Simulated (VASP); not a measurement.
B5W:

```
B W
1.0
     0.00000    2.97261    2.97261
     2.97261    0.00000    2.97261
     2.97261    2.97261    0.00000
B W
5 1
Direct
  0.75000 0.75000 0.75000
  0.37597 0.37597 0.87208
  0.37597 0.87208 0.37597
  0.37597 0.37597 0.37597
  0.87208 0.37597 0.37597
  0.00000 0.00000 0.00000
```

```yaml
Program: VASP 6.6.1
Task: relaxation of cell and atoms
Functional: PBE
Potentials_or_basis: VASP PAW PBE potentials, release 64 (B, W_sv)
Cutoff: 600 eV
k_mesh: 6 × 6 × 6
Occupations: gaussian, width 0.1 eV
Spin: no spin polarisation
```

At the start: pressure -31.3 GPa; volume 8.76 Å³/atom.

Q: How do energy, volume and symmetry change on relaxing?

A: Over 6 steps the energy falls by 126.4 meV/atom and the volume is 7.63 Å³/atom (-12.9 %); space group F-43m (No. 216, to 0.05 Å).

Step by step:
```csv
step,energy change (eV),largest force (eV/Å),pressure (GPa),volume (Å³)
1,0.0000,0.2543,-31.25,52.53
2,-0.0675,0.3260,46.26,40.59
3,-0.7426,0.3146,-0.58,45.90
4,-0.7429,0.3153,0.25,45.78
5,-0.7555,0.1368,0.27,45.76
6,-0.7583,0.0004,0.38,45.75
```

Final structure:
```
CELL_PARAMETERS angstrom
0.00000 2.83871 2.83871
2.83871 0.00000 2.83871
2.83871 2.83871 0.00000
ATOMIC_POSITIONS crystal
B 0.75000 0.75000 0.75000
B 0.37901 0.37901 0.86296
B 0.37901 0.86296 0.37901
B 0.37901 0.37901 0.37901
B 0.86296 0.37901 0.37901
W 0.00000 0.00000 0.00000
```
